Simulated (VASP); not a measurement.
# Ag (I4/mmm) in VASP: notebook

The runs below take Ag through single point, with PBE.

All numbers are computed with VASP 6.6.1; they aren't measurements. Logs are shortened: lines on timing, memory, paths and dates and some standing lists are left out, and cuts for length are marked.

## (1) The cell of the first run

It takes space group I4/mmm (No. 139, tetragonal). Conventional cell: a = 3.576 Å, b = 3.576 Å, c = 3.046 Å, α = 90.00°, β = 90.00°, γ = 90.00°. Ag (site symmetry 4/mmm) has 14 Ag at 2.95 to 3.58 Å within 3.9 Å.

## (2) Single point, PBE (strain +0.080 along x and y, -0.080 along z)

File INCAR:

```
PREC = Accurate ; ENCUT = 520
EDIFF = 1E-6 ; ISMEAR = 0
SIGMA = 0.15 ; LREAL = F
LASPH = T ; NELM = 80
ALGO = Fast ; ISIF = 2
LWAVE = F ; LCHARG = F
GGA = PE ; NBANDS = 12
```

File KPOINTS:

```
regular mesh
0
Gamma
  20 20 20
```

File POSCAR:

```
Ag
1.0
   -1.7881063200      1.7881063200      1.5232016800
    1.7881063200     -1.7881063200      1.5232016800
    1.7881063200      1.7881063200     -1.5232016800
Ag
1
Direct
    0.0000000000      0.0000000000      0.0000000000
```

Potentials or basis: VASP PAW PBE potentials, release 64 (Ag).

Launch:

```console
$ cat potpaw_PBE.64/Ag/POTCAR > POTCAR
$ mpirun -np 1 vasp_std > vasp.out
```

OUTCAR:

```text
PREC = Accurate
   ENCUT = 520
   EDIFF = 1E-6
   ISMEAR = 0
   LREAL = F
   LASPH = T
   NELM = 80
   ISIF = 2
   GGA = PE

 ion  position               nearest neighbor table
   1  0.000  0.000  0.000-

  LATTYP: Found a body centered tetragonal cell.
 ALAT       =     3.5762126400
 C/A-ratio  =     0.8518518519

  Lattice vectors:

 A1 = (  -1.7881063200,   1.7881063200,   1.5232016800)
 A2 = (   1.7881063200,  -1.7881063200,   1.5232016800)
 A3 = (   1.7881063200,   1.7881063200,  -1.5232016800)

Analysis of symmetry for initial positions (statically):
=====================================================================
 Subroutine PRICEL returns:
 Original cell was already a primitive cell.

 Routine SETGRP: Setting up the symmetry group for a
 body centered tetragonal supercell.

 Subroutine GETGRP returns: Found 16 space group operations
 (whereof 16 operations were pure point group operations)
 out of a pool of 16 trial point group operations.

The static configuration has the point symmetry D_4h.

Analysis of symmetry for dynamics (positions and initial velocities):
=====================================================================
 Subroutine PRICEL returns:
 Original cell was already a primitive cell.

 Routine SETGRP: Setting up the symmetry group for a
 body centered tetragonal supercell.

 Subroutine GETGRP returns: Found 16 space group operations
 (whereof 16 operations were pure point group operations)
 out of a pool of 16 trial point group operations.

The dynamic configuration has the point symmetry D_4h.

 Subroutine INISYM returns: Found 16 space group operations
 (whereof 16 operations are pure point group operations),
 and found     1 'primitive' translations

----------------------------------------------------------------------------------------

                                     Primitive cell

  volume of cell :      19.4807

  direct lattice vectors                    reciprocal lattice vectors
    -1.788106320  1.788106320  1.523201680     0.000000000  0.279625431  0.328255940
     1.788106320 -1.788106320  1.523201680     0.279625431  0.000000000  0.328255940
     1.788106320  1.788106320 -1.523201680     0.279625431  0.279625431  0.000000000

  length of vectors
     2.952082618  2.952082618  2.952082618     0.431210325  0.431210325  0.395450077

  position of ions in fractional coordinates (direct lattice)
     0.000000000  0.000000000  0.000000000

  ion indices of the primitive-cell ions
   primitive index   ion index
                 1           1

----------------------------------------------------------------------------------------

 KPOINTS: regular mesh

Automatic generation of k-mesh.
 Grid dimensions read from file:
 generate k-points for:   20   20   20

 Generating k-lattice:

  Cartesian coordinates                     Fractional coordinates (reciprocal lattice)
     0.000000000  0.013981272  0.016412797     0.050000000  0.000000000 -0.000000000
     0.013981272  0.000000000  0.016412797     0.000000000  0.050000000 -0.000000000
     0.013981272  0.013981272  0.000000000     0.000000000  0.000000000  0.050000000

  Length of vectors
     0.021560516  0.021560516  0.019772504

  Shift w.r.t. Gamma in fractional coordinates (k-lattice)
     0.000000000  0.000000000  0.000000000

 Subroutine IBZKPT returns following result:
 ===========================================

 Found    641 irreducible k-points:

 Following reciprocal coordinates:
            Coordinates               Weight
  0.000000  0.000000  0.000000      1.000000
  0.050000  0.000000  0.000000      8.000000
  0.100000  0.000000  0.000000      8.000000
  0.150000  0.000000  0.000000      8.000000
  0.200000  0.000000  0.000000      8.000000
  0.250000  0.000000 -0.000000      8.000000
[... 16 lines left out ...]
 -0.400000  0.050000  0.000000     16.000000
 -0.350000  0.050000 -0.000000     16.000000
 [... further k-points ...]
   k-points           NKPTS =    641   k-points in BZ     NKDIM =    641   number of bands    NBANDS=     12
   number of dos      NEDOS =    301   number of ions     NIONS =      1
   total plane-waves  NPLWV =  13824
   dimension x,y,z NGX =    24 NGY =   24 NGZ =   24
   dimension x,y,z NGXF=    48 NGYF=   48 NGZF=   48
   ions per type =               1
   NGX,Y,Z   is equivalent  to a cutoff of  13.52, 13.52, 13.52 a.u.
   NGXF,Y,Z  is equivalent  to a cutoff of  27.03, 27.03, 27.03 a.u.
 SYSTEM =  unknown system
   PREC   = accura    normal or accurate (medium, high low for compatibility)
   ISTART =      0    job   : 0-new  1-cont  2-samecut
   ICHARG =      2    charge: 1-file 2-atom 10-const
   ISPIN  =      1    spin polarized calculation?
   LNONCOLLINEAR =      F non collinear calculations
   LSORBIT =      F    spin-orbit coupling
   LASPH  =      T    aspherical Exc in radial PAW
   ENCUT  =  520.0 eV  38.22 Ry    6.18 a.u.   5.49  5.49  5.49*2*pi/ulx,y,z
   NELM   =     80;   NELMIN=  2; NELMDL= -5     # of ELM steps
   EDIFF  = 0.1E-05   stopping-criterion for ELM
   LREAL  =      F    real-space projection
   EDIFFG = 0.1E-04   stopping-criterion for IOM
   NSW    =      0    number of steps for IOM
   IBRION =     -1    ionic relax: 0-MD 1-quasi-New 2-CG
   NFREE  =      0    steps in history (QN), initial steepest desc. (CG)
   ISIF   =      2    stress and relaxation
   ISYM   =      2    0-nonsym 1-usesym 2-fastsym
   POTIM  = 0.5000    time-step for ionic-motion
   TEBEG  =    0.0;   TEEND  =   0.0 temperature during run
   PSTRESS=    0.0 pullay stress
   NELECT =      11.0000    total number of electrons
   NUPDOWN=      -1.0000    fix difference up-down
   EMIN   =  10.00;   EMAX   =-10.00  energy-range for DOS
   EFERMI =   0.00;   METHOD = LEGACY
   ISMEAR =     0;   SIGMA  =   0.15  broadening in eV -4-tet -1-fermi 0-gaus
   EFERMI_NEDOS =   21; number of points for ismear=-14 and -15
   IALGO  =     68    algorithm
   IMIX   =      4    mixing-type and parameters
     AMIX     =   0.40;   BMIX     =  1.00
     AMIX_MAG =   1.60;   BMIX_MAG =  1.00
  volume/ion in A,a.u.               =      19.48       131.46
  Fermi-wavevector in a.u.,A,eV,Ry     =   1.353124  2.557034 24.911525  1.830945
  Thomas-Fermi vector in A             =   2.480406
   LORBIT       =      0    0 simple, 1 ext, 2 COOP (PROOUT), +10 PAW based schemes
   GGA     = PE    functional components
   LHFCALC =     F    Hartree Fock is set to
   AEXX    =    0.0000 exact exchange contribution
   IVDW    =     0    specifies the selected vdW correction
   LEPSILON=     F    determine dielectric tensor
   LRPA    =     F    only Hartree local field effects (RPA)
 non-spin polarized calculation
 RMM-DIIS sequential band-by-band and
 Gauss-broadening in eV      SIGMA  =   0.15
  energy-cutoff  :      520.00
  volume of cell :       19.48
 maximum number of plane-waves:       541
 NGX is ok and might be reduce to    24
   NGX = 11   NGY = 11   NGZ = 11

 number of electron      11.0000005 magnetization

 Free energy of the ion-electron system (eV)
  ---------------------------------------------------
  ext. energy  EPLUGINS =         0.00000000
  ---------------------------------------------------
  free energy    TOTEN  =        -2.66038929 eV

  energy without entropy =       -2.65697862  energy(sigma->0) =       -2.65868396

 E-fermi :   6.7407     XC(G=0): -11.4274

 val. band max:        6.7317414590   @ k =  -0.4500   0.5000   0.0500
 cond. band min:       6.7411527783   @ k =   0.4500   0.0000  -0.0000
 fundamental gap:      0.0094113193
 Fermi energy:         6.7407482057

 k-point     1 :       0.0000    0.0000    0.0000
  band No.  band energies     occupation
      1      -0.1270      2.00000
      2       1.8870      2.00000
      3       2.5373      2.00000
      4       2.5373      2.00000
      5       2.8039      2.00000
      6       3.5498      2.00000
      7      22.8893      0.00000
      8      22.8893      0.00000
      9      26.3202      0.00000
     10      28.1452      0.00000
     11      28.1452      0.00000
     12      28.5323      0.00000

 k-point     2 :       0.0500    0.0000    0.0000
  band No.  band energies     occupation
      1      -0.0465      2.00000
      2       1.9039      2.00000
      3       2.5309      2.00000
      4       2.5373      2.00000
      5       2.8180      2.00000
      6       3.5328      2.00000
      7      22.8315      0.00000
      8      22.8954      0.00000
      9      25.8970      0.00000
     10      27.5390      0.00000
     11      27.6440      0.00000
     12      28.5432      0.00000

 k-point     3 :       0.1000    0.0000    0.0000
  band No.  band energies     occupation
      1       0.1889      2.00000
      2       1.9379      2.00000
      3       2.5075      2.00000
      4       2.5546      2.00000
      5       2.8682      2.00000
      6       3.4872      2.00000
      7      22.6325      0.00000
      8      22.8939      0.00000
      9      24.5979      0.00000
     10      26.6888      0.00000
     11      27.0594      0.00000
     12      27.9180      0.00000
[... 286 lines left out ...]
 k-point    23 :      -0.4000    0.0500    0.0000
  band No.  band energies     occupation
      1       1.2396      2.00000
      2       1.5756      2.00000
      3       3.2341      2.00000
      4       3.5126      2.00000
      5       3.6521      2.00000
      6       5.1295      2.00000
      7      14.0815      0.00000
      8      18.8399      0.00000
      9      19.8664      0.00000
     10      24.4940      0.00000
     11      25.6130      0.00000
     12      30.2801      0.00000

 k-point    24 :      -0.3500    0.0500   -0.0000
  band No.  band energies     occupation
      1       1.3291      2.00000
      2       1.6663      2.00000
      3       3.2395      2.00000
      4       3.3160      2.00000
      5       3.3835      2.00000
      6       4.1638      2.00000
      7      15.9700      0.00000
      8      19.2856      0.00000
      9      20.5766      0.00000
     10      24.4596      0.00000
     11      25.8085      0.00000
     12      30.2976      0.00000

 [... further k-points ...]

------------------------ aborting loop because EDIFF is reached ----------------------------------------

  FORCE on cell =-STRESS in cart. coord.  units (eV):
  Direction    XX          YY          ZZ          XY          YZ          ZX
  --------------------------------------------------------------------------------------
  -------------------------------------------------------------------------------------
  Total       -0.6741959     -0.6741959     -0.6383585      0.0000000      0.0000000     -0.0000000
  in kB      -55.4488550    -55.4488550    -52.5014282      0.0000000      0.0000000     -0.0000000
  external PRESSURE =     -54.4663794 kB  Pullay stress =       0.0000000 kB

 VOLUME and BASIS-vectors are now :
 -----------------------------------------------------------------------------
  energy-cutoff  :      520.00
  volume of cell :       19.48
      direct lattice vectors                 reciprocal lattice vectors
    -1.788106320  1.788106320  1.523201680     0.000000000  0.279625431  0.328255940
     1.788106320 -1.788106320  1.523201680     0.279625431  0.000000000  0.328255940
     1.788106320  1.788106320 -1.523201680     0.279625431  0.279625431  0.000000000

 POSITION                                       TOTAL-FORCE (eV/Angst)
 -----------------------------------------------------------------------------------
      0.00000      0.00000      0.00000         0.000000     -0.000000      0.000000
 -----------------------------------------------------------------------------------
    total drift:                                0.000000      0.000000     -0.000000

  FREE ENERGIE OF THE ION-ELECTRON SYSTEM (eV)
  ---------------------------------------------------
  free  energy   TOTEN  =        -2.6603892896 eV

  energy  without entropy=       -2.6569786205  energy(sigma->0) =       -2.65868396
```

Run time: 37 s. Hardware: 1 thread of Intel Xeon 6975P-C (Granite Rapids), shared host; peak memory 0.24 GiB.

What came out:

| Item | Value |
| --- | --- |
| Free energy | -2.6604 eV |
| Pressure | -5.4 GPa |

Stress tensor (GPa, compression positive):
```
-5.54  0.00  0.00
 0.00 -5.54  0.00
 0.00  0.00 -5.25
```

Caveat: the cell differs from its parent crystal (strain +0.080 along x and y, -0.080 along z).

## (3) Single point, PBE (strain +0.000 along x and y, +0.080 along z)

File INCAR:

```
SYSTEM = Ag
ALGO = Fast
EDIFF = 1E-6
ENCUT = 520
GGA = PE
ISIF = 2
ISMEAR = 0
LASPH = .TRUE.
LCHARG = .FALSE.
LREAL = .FALSE.
LWAVE = .FALSE.
NBANDS = 12
NELM = 60
PREC = Accurate
SIGMA = 0.15
```

File KPOINTS:

```
k-points
0
G
  20 20 20
  0 0 0
```

File POSCAR:

```
Ag
1.0
   -1.6556540000      1.6556540000      1.7881063200
    1.6556540000     -1.6556540000      1.7881063200
    1.6556540000      1.6556540000     -1.7881063200
Ag
1
Direct
    0.0000000000      0.0000000000      0.0000000000
```

Potentials or basis: VASP PAW PBE potentials, release 64 (Ag).

Launch:

```console
$ cat potpaw_PBE.64/Ag/POTCAR > POTCAR
$ mpirun -np 1 vasp_std > vasp.out
```

Run time: 36 s. Hardware: 1 thread of Intel Xeon 6975P-C (Granite Rapids), shared host; peak memory 0.26 GiB.

It converged, with:

* Free energy: -2.6555 eV
* Pressure: -6.0 GPa

Stress tensor (GPa, compression positive):
```
-6.27  0.00  0.00
 0.00 -6.27  0.00
 0.00  0.00 -5.37
```

Levels at points of the mesh, in eV from the Fermi level:
| k point | band 3 | band 4 | band 5 | band 6 | band 7 | band 8 | band 9 | band 10 |
| --- | --- | --- | --- | --- | --- | --- | --- | --- |
| (0.00, 0.00, 0.00) | -4.56 | -4.30 | -3.60 | -3.32 | 16.68 | 17.71 | 17.71 | 20.61 |
| (0.50, 0.00, 0.00) | -3.68 | -3.30 | -2.68 | 0.10 | 3.16 | 13.21 | 13.80 | 18.73 |
| (0.50, 0.50, 0.00) | -3.29 | -3.25 | -2.62 | 0.50 | 3.84 | 11.97 | 12.23 | 17.50 |
| (0.50, 0.50, 0.50) | -2.90 | -2.81 | -2.81 | 5.18 | 7.18 | 7.18 | 10.10 | 12.50 |

Caveat: the cell differs from its parent crystal (strain +0.000 along x and y, +0.080 along z).

## (4) Single point, PBE (strain +0.080 along x and y, +0.000 along z)

File INCAR:

```
  ALGO = Fast
  EDIFF = 1E-6
  ENCUT = 520
  GGA = PE
  ISIF = 2
  ISMEAR = 0
  LASPH = True
  LCHARG = True
  LELF = True
  LREAL = False
  LVHAR = True
  LWAVE = False
  NBANDS = 12
  NELM = 60
  PREC = Accurate
  SIGMA = 0.15
```

File KPOINTS:

```
k-points
0
Gamma
  20 20 20
```

File POSCAR:

```
Ag
1.0
   -1.7881063200      1.7881063200      1.6556540000
    1.7881063200     -1.7881063200      1.6556540000
    1.7881063200      1.7881063200     -1.6556540000
Ag
1
Direct
    0.0000000000      0.0000000000      0.0000000000
```

Launch:

```console
$ cat potpaw_PBE.64/Ag/POTCAR > POTCAR
$ mpirun -np 1 vasp_std > vasp.out
```

Run time: 37 s. Hardware: 1 thread of Intel Xeon 6975P-C (Granite Rapids), shared host; peak memory 0.26 GiB.

Results (log left out):

- Free energy: -2.5811 eV
- Pressure: -9.0 GPa

Stress tensor (GPa, compression positive):
```
-8.91  0.00  0.00
 0.00 -8.91  0.00
 0.00  0.00 -9.18
```

Levels at points of the mesh, in eV from the Fermi level:
```
           k point  band 2  band 3  band 4  band 5  band 6  band 7  band 8  band 9  band 10  band 11
(0.00, 0.00, 0.00)   -4.43   -4.17   -4.17   -3.51   -3.23   16.52   16.52   17.92    20.07    20.07
(0.50, 0.00, 0.00)   -4.88   -3.40   -3.13   -2.67    0.53    3.24   12.03   12.12    17.04    17.61
(0.50, 0.50, 0.00)   -4.60   -3.59   -3.35   -2.70    0.14    2.56   13.31   13.67    18.28    19.31
(0.50, 0.50, 0.50)   -5.22   -2.85   -2.85   -2.78    5.63    5.63    7.63    9.51    11.10    12.80
```

Caveat: the cell differs from its parent crystal (strain +0.080 along x and y, +0.000 along z).

## (5) Single point, PBE (strain -0.080 along x and y, +0.000 along z)

File INCAR:

```
PREC = Accurate ; ENCUT = 520
EDIFF = 1E-6 ; ISMEAR = 0
SIGMA = 0.15 ; LREAL = False
LASPH = True ; NELM = 100
ALGO = Normal ; ISIF = 2
LWAVE = False ; LCHARG = False
GGA = PE ; NBANDS = 12
```

File KPOINTS:

```
Automatic mesh
0
Gamma
  20 20 20
```

File POSCAR:

```
Ag
1.0
   -1.5232016800      1.5232016800      1.6556540000
    1.5232016800     -1.5232016800      1.6556540000
    1.5232016800      1.5232016800     -1.6556540000
Ag
1
Direct
    0.0000000000      0.0000000000      0.0000000000
```

Launch:

```console
$ cat potpaw_PBE.64/Ag/POTCAR > POTCAR
$ mpirun -np 1 vasp_std > vasp.out
```

It took 31 s on 1 thread of Intel Xeon 6975P-C (Granite Rapids), shared host; peak memory 0.21 GiB.

Results (log left out):

* Free energy: -2.5419 eV
* Pressure: 21.5 GPa

Stress tensor (GPa, compression positive):
```
20.87  0.00  0.00
 0.00 20.87  0.00
 0.00  0.00 22.70
```

Levels at points of the mesh, in eV from the Fermi level:
```csv
k point,band 2,band 3,band 4,band 5,band 6,band 7,band 8,band 9,band 10,band 11
"(0.00, 0.00, 0.00)",-5.53,-5.53,-5.11,-4.13,-3.66,17.34,18.76,18.76,24.53,25.64
"(0.50, 0.00, 0.00)",-6.17,-4.23,-3.60,-2.67,-0.56,4.51,14.09,16.16,21.92,23.62
"(0.50, 0.50, 0.00)",-6.67,-3.57,-3.51,-2.57,-0.01,5.38,12.86,14.12,20.48,21.48
"(0.50, 0.50, 0.50)",-7.15,-3.01,-2.86,-2.86,5.53,8.05,8.05,12.65,15.39,15.42
```

Caveat: the cell differs from its parent crystal (strain -0.080 along x and y, +0.000 along z).

## (6) Summary

| cell | gap on the mesh (eV) | pressure (GPa) |
| --- | --- | --- |
| a = 2.952 Å, angles 105.4, 105.4, 117.9°, 1 atom | none | -5.4 |
| a = 2.946 Å, angles 111.6, 111.6, 105.3°, 1 atom | none | -6.0 |
| a = 3.023 Å, angles 107.5, 107.5, 113.6°, 1 atom | none | -9.0 |
| a = 2.717 Å, angles 111.8, 111.8, 104.9°, 1 atom | none | 21.5 |

Alike in all rows: task single point; level PBE; potentials or basis VASP PAW PBE potentials, release 64 (Ag); no spin polarisation; k mesh 20 × 20 × 20; cutoff (eV) 520; smearing gaussian 0.15 eV.

Absolute energies hang on the potentials; compare differences alone.
